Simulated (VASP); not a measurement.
# RbBr (Fm-3m) in VASP: further runs

RbBr is run at these levels: PBE, LDA, r2SCAN; tasks: single point.

All numbers are computed with VASP 6.6.1; they aren't measurements. Logs are shortened: lines on timing, memory, paths and dates and some standing lists are left out, and cuts for length are marked.

### Step 1. The cell of the first run

The structure is cubic, space group Fm-3m (No. 225). The conventional cell has a = 6.922 Å, b = 6.922 Å, c = 6.922 Å, α = 90.00°, β = 90.00°, γ = 90.00°. Rb (site symmetry m-3m) has 6 Br at 3.46 Å within 4.5 Å. Br (site symmetry m-3m) has 6 Rb at 3.46 Å within 4.5 Å.

### Step 2. Single point, PBE

INCAR

```
ALGO     = Normal         # electronic algorithm
EDIFF    = 1E-6           # SCF threshold, eV
ENCUT    = 520            # plane-wave cutoff, eV
GGA      = PE             # functional
ISIF     = 2              # what is computed and relaxed
ISMEAR   = 0              # smearing method
LASPH    = T              # aspherical terms in the spheres
LCHARG   = F              # write CHGCAR
LREAL    = F              # projectors in reciprocal space
LWAVE    = F              # write WAVECAR
NBANDS   = 15             # bands
NELM     = 100            # most SCF steps
PREC     = Accurate       # precision mode
SIGMA    = 0.01           # smearing width, eV
```

KPOINTS

```
k-points
0
Gamma
  4 4 4
```

POSCAR

```
RbBr
1.0
    0.0000000000      3.4608320096      3.4608320096
    3.4608320096      0.0000000000      3.4608320096
    3.4608320096      3.4608320096      0.0000000000
Rb Br
1 1
Direct
    0.0000000000      0.0000000000      0.0000000000
    0.5000000000      0.5000000000      0.5000000000
```

Potentials or basis: VASP PAW PBE potentials, release 64 (Rb_sv, Br).

Started as:

```
> cat potpaw_PBE.64/Rb_sv/POTCAR potpaw_PBE.64/Br/POTCAR > POTCAR
> mpirun -np 1 vasp_std > vasp.out
```

OUTCAR:

```text
EDIFF = 1E-6
   ENCUT = 520
   GGA = PE
   ISIF = 2
   ISMEAR = 0
   LASPH = T
   LREAL = F
   NELM = 100
   PREC = Accurate

 ion  position               nearest neighbor table
   1  0.000  0.000  0.000-   2 3.46   2 3.46   2 3.46   2 3.46   2 3.46   2 3.46
   2  0.500  0.500  0.500-   1 3.46   1 3.46   1 3.46   1 3.46   1 3.46   1 3.46

  LATTYP: Found a face centered cubic cell.
 ALAT       =     6.9216640192

  Lattice vectors:

 A1 = (   0.0000000000,   3.4608320096,   3.4608320096)
 A2 = (   3.4608320096,   0.0000000000,   3.4608320096)
 A3 = (   3.4608320096,   3.4608320096,   0.0000000000)

Analysis of symmetry for initial positions (statically):
=====================================================================
 Subroutine PRICEL returns:
 Original cell was already a primitive cell.

 Routine SETGRP: Setting up the symmetry group for a
 face centered cubic supercell.

 Subroutine GETGRP returns: Found 48 space group operations
 (whereof 48 operations were pure point group operations)
 out of a pool of 48 trial point group operations.

The static configuration has the point symmetry O_h .

Analysis of symmetry for dynamics (positions and initial velocities):
=====================================================================
 Subroutine PRICEL returns:
 Original cell was already a primitive cell.

 Routine SETGRP: Setting up the symmetry group for a
 face centered cubic supercell.

 Subroutine GETGRP returns: Found 48 space group operations
 (whereof 48 operations were pure point group operations)
 out of a pool of 48 trial point group operations.

The dynamic configuration has the point symmetry O_h .

 Subroutine INISYM returns: Found 48 space group operations
 (whereof 48 operations are pure point group operations),
 and found     1 'primitive' translations

----------------------------------------------------------------------------------------

                                     Primitive cell

  volume of cell :      82.9032

  direct lattice vectors                    reciprocal lattice vectors
     0.000000000  3.460832010  3.460832010    -0.144473930  0.144473930  0.144473930
     3.460832010  0.000000000  3.460832010     0.144473930 -0.144473930  0.144473930
     3.460832010  3.460832010  0.000000000     0.144473930  0.144473930 -0.144473930

  length of vectors
     4.894355565  4.894355565  4.894355565     0.250236186  0.250236186  0.250236186

  position of ions in fractional coordinates (direct lattice)
     0.000000000  0.000000000  0.000000000
     0.500000000  0.500000000  0.500000000

  ion indices of the primitive-cell ions
   primitive index   ion index
                 1           1
                 2           2

----------------------------------------------------------------------------------------

 KPOINTS: k-points

Automatic generation of k-mesh.
 Grid dimensions read from file:
 generate k-points for:    4    4    4

 Generating k-lattice:

  Cartesian coordinates                     Fractional coordinates (reciprocal lattice)
    -0.036118482  0.036118482  0.036118482     0.250000000  0.000000000  0.000000000
     0.036118482 -0.036118482  0.036118482     0.000000000  0.250000000  0.000000000
     0.036118482  0.036118482 -0.036118482     0.000000000  0.000000000  0.250000000

  Length of vectors
     0.062559047  0.062559047  0.062559047

  Shift w.r.t. Gamma in fractional coordinates (k-lattice)
     0.000000000  0.000000000  0.000000000

 Subroutine IBZKPT returns following result:
 ===========================================

 Found      8 irreducible k-points:

 Following reciprocal coordinates:
            Coordinates               Weight
  0.000000  0.000000  0.000000      1.000000
  0.250000  0.000000  0.000000      8.000000
  0.500000  0.000000  0.000000      4.000000
  0.250000  0.250000  0.000000      6.000000
  0.500000  0.250000  0.000000     24.000000
 -0.250000  0.250000  0.000000     12.000000
  0.500000  0.500000  0.000000      3.000000
 -0.250000  0.500000  0.250000      6.000000
   k-points           NKPTS =      8   k-points in BZ     NKDIM =      8   number of bands    NBANDS=     15
   number of dos      NEDOS =    301   number of ions     NIONS =      2
   total plane-waves  NPLWV =  46656
   dimension x,y,z NGX =    36 NGY =   36 NGZ =   36
   dimension x,y,z NGXF=    72 NGYF=   72 NGZF=   72
   ions per type =               1   1
   NGX,Y,Z   is equivalent  to a cutoff of  12.23, 12.23, 12.23 a.u.
   NGXF,Y,Z  is equivalent  to a cutoff of  24.46, 24.46, 24.46 a.u.
 SYSTEM =  unknown system
   PREC   = accura    normal or accurate (medium, high low for compatibility)
   ISTART =      0    job   : 0-new  1-cont  2-samecut
   ICHARG =      2    charge: 1-file 2-atom 10-const
   ISPIN  =      1    spin polarized calculation?
   LNONCOLLINEAR =      F non collinear calculations
   LSORBIT =      F    spin-orbit coupling
   LASPH  =      T    aspherical Exc in radial PAW
   ENCUT  =  520.0 eV  38.22 Ry    6.18 a.u.   9.10  9.10  9.10*2*pi/ulx,y,z
   NELM   =    100;   NELMIN=  2; NELMDL= -5     # of ELM steps
   EDIFF  = 0.1E-05   stopping-criterion for ELM
   LREAL  =      F    real-space projection
   EDIFFG = 0.1E-04   stopping-criterion for IOM
   NSW    =      0    number of steps for IOM
   IBRION =     -1    ionic relax: 0-MD 1-quasi-New 2-CG
   NFREE  =      0    steps in history (QN), initial steepest desc. (CG)
   ISIF   =      2    stress and relaxation
   ISYM   =      2    0-nonsym 1-usesym 2-fastsym
   POTIM  = 0.5000    time-step for ionic-motion
   TEBEG  =    0.0;   TEEND  =   0.0 temperature during run
   PSTRESS=    0.0 pullay stress
   NELECT =      16.0000    total number of electrons
   NUPDOWN=      -1.0000    fix difference up-down
   EMIN   =  10.00;   EMAX   =-10.00  energy-range for DOS
   EFERMI =   0.00;   METHOD = LEGACY
   ISMEAR =     0;   SIGMA  =   0.01  broadening in eV -4-tet -1-fermi 0-gaus
   EFERMI_NEDOS =   21; number of points for ismear=-14 and -15
   IALGO  =     38    algorithm
   IMIX   =      4    mixing-type and parameters
     AMIX     =   0.40;   BMIX     =  1.00
     AMIX_MAG =   1.60;   BMIX_MAG =  1.00
  volume/ion in A,a.u.               =      41.45       279.73
  Fermi-wavevector in a.u.,A,eV,Ry     =   0.946072  1.787817 12.177932  0.895053
  Thomas-Fermi vector in A             =   2.074035
   LORBIT       =      0    0 simple, 1 ext, 2 COOP (PROOUT), +10 PAW based schemes
   GGA     = PE    functional components
   LHFCALC =     F    Hartree Fock is set to
   AEXX    =    0.0000 exact exchange contribution
   IVDW    =     0    specifies the selected vdW correction
   LEPSILON=     F    determine dielectric tensor
   LRPA    =     F    only Hartree local field effects (RPA)
 non-spin polarized calculation
 Gauss-broadening in eV      SIGMA  =   0.01
  energy-cutoff  :      520.00
  volume of cell :       82.90
 maximum number of plane-waves:      2252
   NGX = 19   NGY = 19   NGZ = 19

 number of electron      15.9999997 magnetization

 Free energy of the ion-electron system (eV)
  ---------------------------------------------------
  ext. energy  EPLUGINS =         0.00000000
  ---------------------------------------------------
  free energy    TOTEN  =        -6.10908714 eV

  energy without entropy =       -6.10908714  energy(sigma->0) =       -6.10908714

 E-fermi :  -1.7623     XC(G=0):  -7.1175

 val. band max:       -1.8609475612   @ k =   0.0000   0.0000   0.0000
 cond. band min:       2.4271713579   @ k =   0.0000   0.0000   0.0000
 fundamental gap:      4.2881189191
 Fermi energy:        -1.7623475655

 k-point     1 :       0.0000    0.0000    0.0000
  band No.  band energies     occupation
      1     -26.3385      2.00000
      2     -14.0131      2.00000
      3     -10.4128      2.00000
      4     -10.4128      2.00000
      5     -10.4128      2.00000
      6      -1.8609      2.00000
      7      -1.8609      2.00000
      8      -1.8609      2.00000
      9       2.4272      0.00000
     10       5.4088      0.00000
     11       5.4088      0.00000
     12       5.4088      0.00000
     13       6.2767      0.00000
     14       6.2767      0.00000
     15       9.0611      0.00000

 k-point     2 :       0.2500    0.0000    0.0000
  band No.  band energies     occupation
      1     -26.3345      2.00000
      2     -14.0312      2.00000
      3     -10.4165      2.00000
      4     -10.4165      2.00000
      5     -10.3928      2.00000
      6      -2.3932      2.00000
      7      -2.0327      2.00000
      8      -2.0327      2.00000
      9       3.6631      0.00000
     10       5.2615      0.00000
     11       6.1103      0.00000
     12       6.1103      0.00000
     13       7.1068      0.00000
     14       7.1068      0.00000
     15      10.3651      0.00000

 k-point     3 :       0.5000    0.0000    0.0000
  band No.  band energies     occupation
      1     -26.3305      2.00000
      2     -14.0490      2.00000
      3     -10.4202      2.00000
      4     -10.4202      2.00000
      5     -10.3731      2.00000
      6      -2.8009      2.00000
      7      -2.1911      2.00000
      8      -2.1911      2.00000
      9       4.8762      0.00000
     10       5.7515      0.00000
     11       7.5370      0.00000
     12       7.5370      0.00000
     13       8.2077      0.00000
     14       8.2077      0.00000
     15       8.8287      0.00000
[... 55 lines left out ...]
 k-point     7 :       0.5000    0.5000    0.0000
  band No.  band energies     occupation
      1     -26.3282      2.00000
      2     -13.9631      2.00000
      3     -10.5748      2.00000
      4     -10.4769      2.00000
      5     -10.4769      2.00000
      6      -2.3269      2.00000
      7      -2.0183      2.00000
      8      -2.0183      2.00000
      9       3.7768      0.00000
     10       5.1567      0.00000
     11       7.1916      0.00000
     12       7.2844      0.00000
     13       7.4571      0.00000
     14       8.8534      0.00000
     15       8.8534      0.00000

 k-point     8 :      -0.2500    0.5000    0.2500
  band No.  band energies     occupation
      1     -26.3281      2.00000
      2     -13.9876      2.00000
      3     -10.5258      2.00000
      4     -10.5258      2.00000
      5     -10.3977      2.00000
      6      -2.3253      2.00000
      7      -2.2019      2.00000
      8      -2.2019      2.00000
      9       5.1899      0.00000
     10       5.1899      0.00000
     11       6.2796      0.00000
     12       6.6337      0.00000
     13       8.8930      0.00000
     14       8.9144      0.00000
     15       8.9924      0.00000

------------------------ aborting loop because EDIFF is reached ----------------------------------------

  FORCE on cell =-STRESS in cart. coord.  units (eV):
  Direction    XX          YY          ZZ          XY          YZ          ZX
  --------------------------------------------------------------------------------------
  -------------------------------------------------------------------------------------
  Total        0.2929748      0.2929748      0.2929748     -0.0000000      0.0000000     -0.0000000
  in kB        5.6619931      5.6619931      5.6619931     -0.0000000      0.0000000     -0.0000000
  external PRESSURE =       5.6619931 kB  Pullay stress =       0.0000000 kB

 VOLUME and BASIS-vectors are now :
 -----------------------------------------------------------------------------
  energy-cutoff  :      520.00
  volume of cell :       82.90
      direct lattice vectors                 reciprocal lattice vectors
     0.000000000  3.460832010  3.460832010    -0.144473930  0.144473930  0.144473930
     3.460832010  0.000000000  3.460832010     0.144473930 -0.144473930  0.144473930
     3.460832010  3.460832010  0.000000000     0.144473930  0.144473930 -0.144473930

 POSITION                                       TOTAL-FORCE (eV/Angst)
 -----------------------------------------------------------------------------------
      0.00000      0.00000      0.00000         0.000000      0.000000      0.000000
      3.46083      3.46083      3.46083        -0.000000     -0.000000     -0.000000
 -----------------------------------------------------------------------------------
    total drift:                                0.000000      0.000000      0.000000

  FREE ENERGIE OF THE ION-ELECTRON SYSTEM (eV)
  ---------------------------------------------------
  free  energy   TOTEN  =        -6.1090871369 eV

  energy  without entropy=       -6.1090871369  energy(sigma->0) =       -6.10908714
```

It took 22 s on 1 thread of Intel Xeon 8259CL, shared host; peak memory 0.2 GiB.

What came out:

```yaml
Free_energy: -6.1091 eV
Pressure: 0.6 GPa
Band_gap_on_the_k_mesh: 4.29 eV
```

Levels at points of the mesh, in eV from the valence-band top:
```tsv
k point	band 5	band 6	band 7	band 8	band 9	band 10	band 11	band 12
(0.00, 0.00, 0.00)	-8.55	0.00	0.00	0.00	4.29	7.27	7.27	7.27
(0.50, 0.00, 0.00)	-8.51	-0.94	-0.33	-0.33	6.74	7.61	9.40	9.40
(0.50, 0.50, 0.00)	-8.62	-0.47	-0.16	-0.16	5.64	7.02	9.05	9.15
```

### Step 3. Single point, PBE

INCAR

```
SYSTEM = RbBr
PREC     = Accurate       ! precision mode
ENCUT    = 520            ! plane-wave cutoff, eV
EDIFF    = 1E-6           ! SCF threshold, eV
ISMEAR   = 0              ! smearing method
SIGMA    = 0.01           ! smearing width, eV
LREAL    = .False.        ! projectors in reciprocal space
LASPH    = .True.         ! aspherical terms in the spheres
NELM     = 60             ! most SCF steps
ALGO     = Normal         ! electronic algorithm
ISIF     = 2              ! what is computed and relaxed
LWAVE    = .False.        ! write WAVECAR
LCHARG   = .False.        ! write CHGCAR
GGA      = PE             ! functional
NBANDS   = 15             ! bands
```

KPOINTS

```
Automatic mesh
0
Gamma
  4 4 4
  0 0 0
```

POSCAR is that of step 2.

Potentials or basis: VASP PAW PBE potentials, release 64 (Rb_sv, Br).

Started as:

```
> cat potpaw_PBE.64/Rb_sv/POTCAR potpaw_PBE.64/Br/POTCAR > POTCAR
> mpirun -np 1 vasp_std > vasp.out
```

OUTCAR:

```text
SYSTEM = RbBr
   PREC = Accurate
   ENCUT = 520
   EDIFF = 1E-6
   ISMEAR = 0
   LREAL = .False.
   LASPH = .True.
   NELM = 60
   ISIF = 2
   GGA = PE

 ion  position               nearest neighbor table
   1  0.000  0.000  0.000-   2 3.46   2 3.46   2 3.46   2 3.46   2 3.46   2 3.46
   2  0.500  0.500  0.500-   1 3.46   1 3.46   1 3.46   1 3.46   1 3.46   1 3.46

  LATTYP: Found a face centered cubic cell.
 ALAT       =     6.9216640192

  Lattice vectors:

 A1 = (   0.0000000000,   3.4608320096,   3.4608320096)
 A2 = (   3.4608320096,   0.0000000000,   3.4608320096)
 A3 = (   3.4608320096,   3.4608320096,   0.0000000000)

Analysis of symmetry for initial positions (statically):
=====================================================================
 Subroutine PRICEL returns:
 Original cell was already a primitive cell.

 Routine SETGRP: Setting up the symmetry group for a
 face centered cubic supercell.

 Subroutine GETGRP returns: Found 48 space group operations
 (whereof 48 operations were pure point group operations)
 out of a pool of 48 trial point group operations.

The static configuration has the point symmetry O_h .

Analysis of symmetry for dynamics (positions and initial velocities):
[... 160 lines left out ...]
     10       5.4088      0.00000
     11       5.4088      0.00000
     12       5.4088      0.00000
     13       6.2767      0.00000
     14       6.2767      0.00000
[... 113 lines left out ...]
      2     -13.9876      2.00000
      3     -10.5258      2.00000
      4     -10.5258      2.00000
      5     -10.3977      2.00000
      6      -2.3253      2.00000
      7      -2.2019      2.00000
      8      -2.2019      2.00000
      9       5.1899      0.00000
     10       5.1899      0.00000
     11       6.2796      0.00000
     12       6.6337      0.00000
     13       8.8930      0.00000
     14       8.9144      0.00000
     15       8.9924      0.00000

------------------------ aborting loop because EDIFF is reached ----------------------------------------

  FORCE on cell =-STRESS in cart. coord.  units (eV):
  Direction    XX          YY          ZZ          XY          YZ          ZX
  --------------------------------------------------------------------------------------
  -------------------------------------------------------------------------------------
  Total        0.2929748      0.2929748      0.2929748     -0.0000000      0.0000000     -0.0000000
  in kB        5.6619931      5.6619931      5.6619931     -0.0000000      0.0000000     -0.0000000
  external PRESSURE =       5.6619931 kB  Pullay stress =       0.0000000 kB

 VOLUME and BASIS-vectors are now :
 -----------------------------------------------------------------------------
  energy-cutoff  :      520.00
  volume of cell :       82.90
      direct lattice vectors                 reciprocal lattice vectors
     0.000000000  3.460832010  3.460832010    -0.144473930  0.144473930  0.144473930
     3.460832010  0.000000000  3.460832010     0.144473930 -0.144473930  0.144473930
     3.460832010  3.460832010  0.000000000     0.144473930  0.144473930 -0.144473930

 POSITION                                       TOTAL-FORCE (eV/Angst)
 -----------------------------------------------------------------------------------
      0.00000      0.00000      0.00000         0.000000      0.000000      0.000000
      3.46083      3.46083      3.46083        -0.000000     -0.000000     -0.000000
 -----------------------------------------------------------------------------------
    total drift:                                0.000000      0.000000      0.000000

  FREE ENERGIE OF THE ION-ELECTRON SYSTEM (eV)
  ---------------------------------------------------
  free  energy   TOTEN  =        -6.1090871369 eV

  energy  without entropy=       -6.1090871369  energy(sigma->0) =       -6.10908714
```

stdout:

```text
POSCAR found type information on POSCAR RbBr
 POSCAR found :  2 types and       2 ions
 scaLAPACK will be used
 LDA part: xc-table for (Slater+PW92), standard interpolation
 POSCAR, INCAR and KPOINTS ok, starting setup
 FFT: planning ... GRIDC
 FFT: planning ... GRID_SOFT
 FFT: planning ... GRID
 WAVECAR not read
 entering main loop
```

Wall time 20 s (1 thread of Intel Xeon 8259CL, shared host); peak memory 0.2 GiB.

Results:

| Quantity | Value |
| --- | --- |
| Free energy | -6.1091 eV |
| Pressure | 0.6 GPa |
| Band gap on the k mesh | 4.29 eV |

PBE gaps usually lie below the measured ones, often by a third to a half.

(Part 1 of 2 ends here.)
